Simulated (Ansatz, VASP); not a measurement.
# Two plane-wave programs on BN

```
B N
1.0
     0.00000    1.77213    1.77213
     1.77213    0.00000    1.77213
     1.77213    1.77213    0.00000
B N
1 1
Direct
  0.00000 0.00000 0.00000
  0.75000 0.75000 0.75000
```

Alike in both runs: task single point; functional PBEsol; dispersion D3(BJ); k mesh 12 × 12 × 12; occupations gaussian, width 0.05 eV; no spin polarisation.

```csv
,VASP,Ansatz
version,VASP 6.6.1,Ansatz 0.2.0
potentials or method,"VASP PAW PBE potentials, release 64 (B, N), cutoff 600 eV","scalar-relativistic, plane waves, PAW"
valence electrons in the cell,8,8
```

|  | VASP | Ansatz | Ansatz less VASP |
| --- | --- | --- | --- |
| gap on the k mesh at the Fermi level (eV) | 4.34 | 4.35 | +0.013 |
| least direct gap on the mesh (eV) | 9.04 | 9.05 | +0.009 |
| pressure (GPa) | 17.9 | 17.4 | -0.54 |

VASP's potentials were made for PBE, not for PBEsol.
